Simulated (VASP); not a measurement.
# TaO2 (P4_2/mnm) in VASP: further runs

TaO2 is run at these levels: LDA; tasks: single point.

Everything below comes from runs of VASP 6.6.1. Logs are shortened: lines on timing, memory, paths and dates and some standing lists are left out, and cuts for length are marked.

## (1) The cell of the first run

The structure is tetragonal, space group P4_2/mnm (No. 136). Conventional cell: a = 4.822 Å, b = 4.822 Å, c = 3.020 Å, α = 90.00°, β = 90.00°, γ = 90.00°. Ta (site symmetry mmm) has 6 O at 1.96 to 2.09 Å within 2.6 Å. O (site symmetry m2m) has 3 Ta at 1.96 to 2.09 Å within 2.6 Å.

## (2) Single point, LDA (11.70 Å³/atom)

Input file INCAR:

```
SYSTEM = TaO2
  ALGO = Normal
  EDIFF = 1E-6
  ENCUT = 600
  GGA = CA
  GGA_COMPAT = .False.
  ISIF = 2
  ISMEAR = 0
  LASPH = .True.
  LCHARG = .False.
  LREAL = .False.
  LWAVE = .False.
  NBANDS = 32
  NELM = 120
  PREC = Accurate
  SIGMA = 0.15
```

Input file KPOINTS:

```
k-points
0
Gamma
  10 10 16
  0 0 0
```

Input file POSCAR:

```
TaO2
1.0
    4.8219423591      0.0000000000      0.0000000000
    0.0000000000      4.8219423591      0.0000000000
    0.0000000000      0.0000000000      3.0199824995
Ta O
2 4
Direct
    0.0000000000      0.0000000000      0.5000000000
    0.5000000000      0.5000000000      0.0000000000
    0.7128899085      0.2871100915      0.5000000000
    0.2871100915      0.7128899085      0.5000000000
    0.2128899085      0.2128899085      0.0000000000
    0.7871100915      0.7871100915      0.0000000000
```

Potentials or basis: VASP PAW LDA potentials, release 64 (Ta_pv, O).

Command:

```bash
cat potpaw_LDA.64/Ta_pv/POTCAR potpaw_LDA.64/O/POTCAR > POTCAR
mpirun -np 1 vasp_std > vasp.out
```

OUTCAR:

```text
SYSTEM = TaO2
   EDIFF = 1E-6
   ENCUT = 600
   GGA = CA
   ISIF = 2
   ISMEAR = 0
   LASPH = .True.
   LREAL = .False.
   NELM = 120
   PREC = Accurate

 ion  position               nearest neighbor table
   1  0.000  0.000  0.500-   3 1.96   4 1.96   5 2.09   6 2.09   5 2.09   6 2.09
   2  0.500  0.500  0.000-   5 1.96   6 1.96   3 2.09   4 2.09   3 2.09   4 2.09
   3  0.713  0.287  0.500-   1 1.96   2 2.09   2 2.09
   4  0.287  0.713  0.500-   1 1.96   2 2.09   2 2.09
   5  0.213  0.213  0.000-   2 1.96   1 2.09   1 2.09
   6  0.787  0.787  0.000-   2 1.96   1 2.09   1 2.09

  LATTYP: Found a simple tetragonal cell.
 ALAT       =     4.8219423591
 C/A-ratio  =     0.6263000000

  Lattice vectors:

 A1 = (   4.8219423591,   0.0000000000,   0.0000000000)
 A2 = (   0.0000000000,   4.8219423591,   0.0000000000)
 A3 = (   0.0000000000,   0.0000000000,   3.0199824995)

Analysis of symmetry for initial positions (statically):
=====================================================================
 Subroutine PRICEL returns:
 Original cell was already a primitive cell.

 Routine SETGRP: Setting up the symmetry group for a
 simple tetragonal supercell.

 Subroutine GETGRP returns: Found 16 space group operations
 (whereof  8 operations were pure point group operations)
 out of a pool of 16 trial point group operations.

The static configuration has the point symmetry D_2h.
 The point group associated with its full space group is D_4h.

Analysis of symmetry for dynamics (positions and initial velocities):
=====================================================================
 Subroutine PRICEL returns:
 Original cell was already a primitive cell.

 Routine SETGRP: Setting up the symmetry group for a
 simple tetragonal supercell.

 Subroutine GETGRP returns: Found 16 space group operations
 (whereof  8 operations were pure point group operations)
 out of a pool of 16 trial point group operations.

The dynamic configuration has the point symmetry D_2h.
 The point group associated with its full space group is D_4h.

 Subroutine INISYM returns: Found 16 space group operations
 (whereof  8 operations are pure point group operations),
 and found     1 'primitive' translations

----------------------------------------------------------------------------------------

                                     Primitive cell

  volume of cell :      70.2180

  direct lattice vectors                    reciprocal lattice vectors
     4.821942359  0.000000000  0.000000000     0.207385308  0.000000000  0.000000000
     0.000000000  4.821942359  0.000000000     0.000000000  0.207385308  0.000000000
     0.000000000  0.000000000  3.019982500     0.000000000  0.000000000  0.331127747

  length of vectors
     4.821942359  4.821942359  3.019982500     0.207385308  0.207385308  0.331127747

  position of ions in fractional coordinates (direct lattice)
     0.000000000  0.000000000  0.500000000
     0.500000000  0.500000000  0.000000000
     0.712889909  0.287110091  0.500000000
     0.287110091  0.712889909  0.500000000
     0.212889909  0.212889909  0.000000000
     0.787110091  0.787110091  0.000000000

  ion indices of the primitive-cell ions
   primitive index   ion index
                 1           1
                 2           2
                 3           3
                 4           4
                 5           5
                 6           6

----------------------------------------------------------------------------------------

 KPOINTS: k-points

Automatic generation of k-mesh.
 Grid dimensions read from file:
 generate k-points for:   10   10   16

 Generating k-lattice:

  Cartesian coordinates                     Fractional coordinates (reciprocal lattice)
     0.020738531  0.000000000  0.000000000     0.100000000  0.000000000  0.000000000
     0.000000000  0.020738531  0.000000000     0.000000000  0.100000000  0.000000000
     0.000000000  0.000000000  0.020695484     0.000000000  0.000000000  0.062500000

  Length of vectors
     0.020738531  0.020738531  0.020695484

  Shift w.r.t. Gamma in fractional coordinates (k-lattice)
     0.000000000  0.000000000  0.000000000

 Subroutine IBZKPT returns following result:
 ===========================================

 Found    189 irreducible k-points:

 Following reciprocal coordinates:
            Coordinates               Weight
  0.000000  0.000000  0.000000      1.000000
  0.100000  0.000000  0.000000      4.000000
  0.200000  0.000000  0.000000      4.000000
  0.300000  0.000000  0.000000      4.000000
  0.400000  0.000000  0.000000      4.000000
  0.500000  0.000000  0.000000      2.000000
[... 16 lines left out ...]
  0.100000  0.000000  0.062500      8.000000
  0.200000  0.000000  0.062500      8.000000
 [... further k-points ...]
   k-points           NKPTS =    189   k-points in BZ     NKDIM =    189   number of bands    NBANDS=     32
   number of dos      NEDOS =    301   number of ions     NIONS =      6
   total plane-waves  NPLWV =  38400
   dimension x,y,z NGX =    40 NGY =   40 NGZ =   24
   dimension x,y,z NGXF=    80 NGYF=   80 NGZF=   48
   ions per type =               2   4
   NGX,Y,Z   is equivalent  to a cutoff of  13.79, 13.79, 13.21 a.u.
   NGXF,Y,Z  is equivalent  to a cutoff of  27.58, 27.58, 26.42 a.u.
 SYSTEM =  TaO2
   PREC   = accura    normal or accurate (medium, high low for compatibility)
   ISTART =      0    job   : 0-new  1-cont  2-samecut
   ICHARG =      2    charge: 1-file 2-atom 10-const
   ISPIN  =      1    spin polarized calculation?
   LNONCOLLINEAR =      F non collinear calculations
   LSORBIT =      F    spin-orbit coupling
   LASPH  =      T    aspherical Exc in radial PAW
   ENCUT  =  600.0 eV  44.10 Ry    6.64 a.u.   9.63  9.63  6.03*2*pi/ulx,y,z
   NELM   =    120;   NELMIN=  2; NELMDL= -5     # of ELM steps
   EDIFF  = 0.1E-05   stopping-criterion for ELM
   LREAL  =      F    real-space projection
   EDIFFG = 0.1E-04   stopping-criterion for IOM
   NSW    =      0    number of steps for IOM
   IBRION =     -1    ionic relax: 0-MD 1-quasi-New 2-CG
   NFREE  =      0    steps in history (QN), initial steepest desc. (CG)
   ISIF   =      2    stress and relaxation
   ISYM   =      2    0-nonsym 1-usesym 2-fastsym
   POTIM  = 0.5000    time-step for ionic-motion
   TEBEG  =    0.0;   TEEND  =   0.0 temperature during run
   PSTRESS=    0.0 pullay stress
   NELECT =      46.0000    total number of electrons
   NUPDOWN=      -1.0000    fix difference up-down
   EMIN   =  10.00;   EMAX   =-10.00  energy-range for DOS
   EFERMI =   0.00;   METHOD = LEGACY
   ISMEAR =     0;   SIGMA  =   0.15  broadening in eV -4-tet -1-fermi 0-gaus
   EFERMI_NEDOS =   21; number of points for ismear=-14 and -15
   IALGO  =     38    algorithm
   IMIX   =      4    mixing-type and parameters
     AMIX     =   0.40;   BMIX     =  1.00
     AMIX_MAG =   1.60;   BMIX_MAG =  1.00
  volume/ion in A,a.u.               =      11.70        78.98
  Fermi-wavevector in a.u.,A,eV,Ry     =   1.421820  2.686850 27.505159  2.021572
  Thomas-Fermi vector in A             =   2.542589
   LORBIT       =      0    0 simple, 1 ext, 2 COOP (PROOUT), +10 PAW based schemes
   GGA     = CA    functional components
   LHFCALC =     F    Hartree Fock is set to
   AEXX    =    0.0000 exact exchange contribution
   IVDW    =     0    specifies the selected vdW correction
   LEPSILON=     F    determine dielectric tensor
   LRPA    =     F    only Hartree local field effects (RPA)
 non-spin polarized calculation
 Gauss-broadening in eV      SIGMA  =   0.15
  energy-cutoff  :      600.00
  volume of cell :       70.22
 maximum number of plane-waves:      2372
 NGX is ok and might be reduce to    40
   NGX = 19   NGY = 19   NGZ = 13

 number of electron      45.9999993 magnetization

 Free energy of the ion-electron system (eV)
  ---------------------------------------------------
  ext. energy  EPLUGINS =         0.00000000
  ---------------------------------------------------
  free energy    TOTEN  =       -64.38020971 eV

  energy without entropy =      -64.34740716  energy(sigma->0) =      -64.36380844

 E-fermi :   5.7789     XC(G=0): -11.9557

 val. band max:        5.7730724803   @ k =   0.2000   0.2000   0.3750
 cond. band min:       5.7806222949   @ k =   0.3000   0.0000   0.5000
 fundamental gap:      0.0075498147
 Fermi energy:         5.7788541873

 k-point     1 :       0.0000    0.0000    0.0000
  band No.  band energies     occupation
      1     -30.7674      2.00000
      2     -30.7674      2.00000
      3     -30.3741      2.00000
      4     -30.3741      2.00000
      5     -30.2616      2.00000
      6     -30.2192      2.00000
[... 24 lines left out ...]
     31      11.7359      0.00000
     32      11.7359      0.00000

 k-point     2 :       0.1000    0.0000    0.0000
  band No.  band energies     occupation
      1     -30.7651      2.00000
      2     -30.7649      2.00000
      3     -30.3771      2.00000
      4     -30.3769      2.00000
      5     -30.2606      2.00000
      6     -30.2203      2.00000
[... 24 lines left out ...]
     31      11.6498      0.00000
     32      11.6652      0.00000

 k-point     3 :       0.2000    0.0000    0.0000
  band No.  band energies     occupation
      1     -30.7588      2.00000
      2     -30.7582      2.00000
      3     -30.3854      2.00000
      4     -30.3847      2.00000
      5     -30.2575      2.00000
      6     -30.2233      2.00000
[... 24 lines left out ...]
     31      11.4183      0.00000
     32      11.4687      0.00000

 k-point     4 :       0.3000    0.0000    0.0000
  band No.  band energies     occupation
      1     -30.7506      2.00000
      2     -30.7497      2.00000
      3     -30.3958      2.00000
      4     -30.3948      2.00000
      5     -30.2528      2.00000
      6     -30.2279      2.00000
[... 654 lines left out ...]
     31      11.6704      0.00000
     32      11.6704      0.00000

 k-point    23 :       0.1000    0.0000    0.0625
  band No.  band energies     occupation
      1     -30.7619      2.00000
      2     -30.7618      2.00000
      3     -30.3734      2.00000
      4     -30.3731      2.00000
      5     -30.2849      2.00000
      6     -30.2457      2.00000
[... 24 lines left out ...]
     31      11.5866      0.00000
     32      11.5939      0.00000

 k-point    24 :       0.2000    0.0000    0.0625
  band No.  band energies     occupation
      1     -30.7561      2.00000
      2     -30.7555      2.00000
      3     -30.3815      2.00000
      4     -30.3806      2.00000
      5     -30.2818      2.00000
      6     -30.2483      2.00000
[... 24 lines left out ...]
     31      11.3609      0.00000
     32      11.3803      0.00000

 [... further k-points ...]

------------------------ aborting loop because EDIFF is reached ----------------------------------------

  FORCE on cell =-STRESS in cart. coord.  units (eV):
  Direction    XX          YY          ZZ          XY          YZ          ZX
  --------------------------------------------------------------------------------------
  -------------------------------------------------------------------------------------
  Total        0.6957915      0.6957915     -8.2888100      0.0000000      0.0000000      0.0000000
  in kB       15.8760056     15.8760056   -189.1273383      0.0000000      0.0000000      0.0000000
  external PRESSURE =     -52.4584424 kB  Pullay stress =       0.0000000 kB

 VOLUME and BASIS-vectors are now :
 -----------------------------------------------------------------------------
  energy-cutoff  :      600.00
  volume of cell :       70.22
      direct lattice vectors                 reciprocal lattice vectors
     4.821942359  0.000000000  0.000000000     0.207385308  0.000000000  0.000000000
     0.000000000  4.821942359  0.000000000     0.000000000  0.207385308  0.000000000
     0.000000000  0.000000000  3.019982500     0.000000000  0.000000000  0.331127747

 POSITION                                       TOTAL-FORCE (eV/Angst)
 -----------------------------------------------------------------------------------
      0.00000      0.00000      1.50999         0.000000      0.000000      0.000000
      2.41097      2.41097      0.00000         0.000000      0.000000      0.000000
      3.43751      1.38443      1.50999        -0.685872      0.685872      0.000000
      1.38443      3.43751      1.50999         0.685872     -0.685872      0.000000
      1.02654      1.02654      0.00000        -0.685872     -0.685872     -0.000000
      3.79540      3.79540      0.00000         0.685872      0.685872      0.000000
 -----------------------------------------------------------------------------------
    total drift:                                0.000000     -0.000000     -0.000000

  FREE ENERGIE OF THE ION-ELECTRON SYSTEM (eV)
  ---------------------------------------------------
  free  energy   TOTEN  =       -64.3802097096 eV

  energy  without entropy=      -64.3474071629  energy(sigma->0) =      -64.36380844
```

Run time: 8.9 min. Hardware: 1 thread of Oxide Virtual Turin-like, shared host; peak memory 0.43 GiB.

Results:

```yaml
Free_energy: -64.3802 eV
Pressure: -5.2 GPa
Largest_force: 0.970 eV/Å
Band_gap_on_the_k_mesh: zero (bands 23 and 24 overlap by 2.57 eV)
```

Forces in eV/Å, atoms in the order of the input:
```
Ta   0.000  0.000  0.000
Ta   0.000  0.000  0.000
O   -0.686  0.686  0.000
O    0.686 -0.686  0.000
O   -0.686 -0.686  0.000
O    0.686  0.686  0.000
```

Stress tensor (GPa, compression positive):
```
  1.59   0.00   0.00
  0.00   1.59   0.00
  0.00   0.00 -18.91
```

Caveat: the stress differs along the axes, from -19 to 2 GPa; spin-orbit coupling is left out, which moves the levels of the heavy elements.

## (3) Single point, LDA (11.70 Å³/atom)

Input file INCAR:

```
SYSTEM = TaO2
PREC = Accurate ; ENCUT = 600
EDIFF = 1E-6 ; ISMEAR = 0
SIGMA = 0.15 ; LREAL = .FALSE.
LASPH = .TRUE. ; NELM = 120
ALGO = Normal ; ISIF = 2
LWAVE = .FALSE. ; LCHARG = .FALSE.
NBANDS = 32 ; GGA_COMPAT = .FALSE.
```

Input file KPOINTS:

```
regular mesh
0
G
  10 10 16
  0 0 0
```

Changes to POSCAR since step 2:

```diff
@@ -2,5 +2,5 @@
 1.0
-    4.8219423591      0.0000000000      0.0000000000
-    0.0000000000      4.8219423591      0.0000000000
-    0.0000000000      0.0000000000      3.0199824995
+    4.9528651241      0.0000000000      0.0000000000
+    0.0000000000      4.9528651241      0.0000000000
+    0.0000000000      0.0000000000      2.8624338065
 Ta O
```

Potentials or basis: VASP PAW LDA potentials, release 64 (Ta_pv, O).

Command:

```bash
cat potpaw_LDA.64/Ta_pv/POTCAR potpaw_LDA.64/O/POTCAR > POTCAR
mpirun -np 1 vasp_std > vasp.out
```

It took 7.7 min on 1 thread of Oxide Virtual Turin-like, shared host; peak memory 0.43 GiB.

It converged, with:

- Free energy: -64.6289 eV
- Pressure: -6.0 GPa
- Largest force: 0.044 eV/Å
- Band gap on the k mesh: zero (bands 23 and 24 overlap by 2.70 eV)

Forces on the atoms (eV/Å):
```
Ta   0.000  0.000  0.000
Ta   0.000  0.000  0.000
O   -0.031  0.031  0.000
O    0.031 -0.031  0.000
O   -0.031 -0.031  0.000
O    0.031  0.031  0.000
```

Stress tensor (GPa, compression positive):
```
-6.06  0.00  0.00
 0.00 -6.06  0.00
 0.00  0.00 -5.93
```

Levels at points of the mesh, in eV from the Fermi level:
```
           k point  band 20  band 21  band 22  band 23  band 24  band 25  band 26  band 27
(0.00, 0.00, 0.00)    -3.98    -3.71    -3.19    -1.71    -1.31     0.42     1.67     1.67
(0.50, 0.00, 0.00)    -4.44    -3.92    -3.92    -0.72    -0.72     2.26     2.26     2.47
(0.50, 0.50, 0.00)    -4.70    -4.05    -4.05    -1.54    -1.54     1.73     1.73     2.67
(0.00, 0.00, 0.50)    -5.49    -4.44    -4.44     1.16     1.16     1.53     1.53     4.20
(0.50, 0.00, 0.50)    -5.06    -4.28    -4.28    -0.58    -0.58     2.18     2.18     4.22
(0.50, 0.50, 0.50)    -4.65    -3.86    -3.86     0.67     0.67     1.02     1.02     4.23
```

Caveat: the cell stands under tension; spin-orbit coupling is left out, which moves the levels of the heavy elements.

## (4) Single point, LDA (11.70 Å³/atom)

Input file INCAR:

```
SYSTEM = TaO2
ALGO     = Normal         ! electronic algorithm
EDIFF    = 1E-6           ! SCF threshold, eV
ENCUT    = 600            ! plane-wave cutoff, eV
GGA      = CA             ! functional
GGA_COMPAT= .False.      
ISIF     = 2              ! what is computed and relaxed
ISMEAR   = 0              ! smearing method
LASPH    = .True.         ! aspherical terms in the spheres
LCHARG   = .True.         ! write CHGCAR
LELF     = .True.         ! ELF
LREAL    = .False.        ! projectors in reciprocal space
LVHAR    = .True.       
LWAVE    = .False.        ! write WAVECAR
NBANDS   = 32             ! bands
NELM     = 120            ! most SCF steps
PREC     = Accurate       ! precision mode
SIGMA    = 0.15           ! smearing width, eV
```

Input file KPOINTS:

```
k-points
0
Gamma
  10 10 16
  0 0 0
```

Changes to POSCAR since step 3:

```diff
@@ -2,5 +2,5 @@
 1.0
-    4.9528651241      0.0000000000      0.0000000000
-    0.0000000000      4.9528651241      0.0000000000
-    0.0000000000      0.0000000000      2.8624338065
+    5.0873578869      0.0000000000      0.0000000000
+    0.0000000000      5.0873578869      0.0000000000
+    0.0000000000      0.0000000000      2.7130879611
 Ta O
```

Command:

```bash
cat potpaw_LDA.64/Ta_pv/POTCAR potpaw_LDA.64/O/POTCAR > POTCAR
mpirun -np 1 vasp_std > vasp.out
```

It took 9.6 min on 1 thread of Oxide Virtual Turin-like, shared host; peak memory 0.45 GiB.

The run converged. Its results:

- Free energy: -64.3242 eV
- Pressure: -4.7 GPa
- Largest force: 0.514 eV/Å
- Band gap on the k mesh: zero (bands 23 and 24 overlap by 2.92 eV)

Forces on the atoms (eV/Å):
```
Ta   0.000  0.000  0.000
Ta   0.000  0.000  0.000
O    0.363 -0.363  0.000
O   -0.363  0.363  0.000
O    0.363  0.363  0.000
O   -0.363 -0.363  0.000
```

Stress tensor (GPa, compression positive):
```
-13.73   0.00   0.00
  0.00 -13.73   0.00
  0.00   0.00  13.30
```

Levels at points of the mesh, in eV from the Fermi level:
| k point | band 20 | band 21 | band 22 | band 23 | band 24 | band 25 | band 26 | band 27 |
| --- | --- | --- | --- | --- | --- | --- | --- | --- |
| (0.00, 0.00, 0.00) | -3.56 | -3.05 | -3.00 | -2.00 | -1.82 | 0.74 | 2.54 | 2.54 |
| (0.50, 0.00, 0.00) | -3.65 | -3.55 | -3.55 | -1.09 | -1.09 | 2.57 | 2.57 | 3.16 |
| (0.50, 0.50, 0.00) | -4.42 | -3.26 | -3.26 | -1.94 | -1.94 | 2.58 | 2.58 | 2.99 |
| (0.00, 0.00, 0.50) | -4.85 | -4.17 | -4.17 | 0.96 | 0.96 | 1.67 | 1.67 | 5.38 |
| (0.50, 0.00, 0.50) | -4.63 | -3.89 | -3.89 | -0.56 | -0.56 | 2.19 | 2.19 | 4.75 |
| (0.50, 0.50, 0.50) | -4.17 | -3.62 | -3.62 | 0.47 | 0.47 | 1.27 | 1.27 | 5.49 |

Caveat: the stress differs along the axes, from -14 to 13 GPa; spin-orbit coupling is left out, which moves the levels of the heavy elements.

## (5) The runs side by side

```csv
cell,gap on the mesh (eV),pressure (GPa),largest force (eV/Å)
"a = 4.822, b = 4.822, c = 3.020 Å, 6 atoms",none,-5.2,0.97
"a = 4.953, b = 4.953, c = 2.862 Å, 6 atoms",none,-6.0,0.04
"a = 5.087, b = 5.087, c = 2.713 Å, 6 atoms",none,-4.7,0.51
```

Alike in all rows: task single point; level LDA; potentials or basis VASP PAW LDA potentials, release 64 (Ta_pv, O); no spin polarisation; k mesh 10 × 10 × 16; cutoff (eV) 600; smearing gaussian 0.15 eV.

Caveats: spin-orbit coupling is left out, which moves the levels of the heavy elements; the stress differs along the axes, from -19 to 2 GPa (at least some runs); the cell stands under tension (at least some runs); the stress differs along the axes, from -14 to 13 GPa (at least some runs).

Total energies depend on the potentials used, so only differences within one code and one set of settings carry meaning.
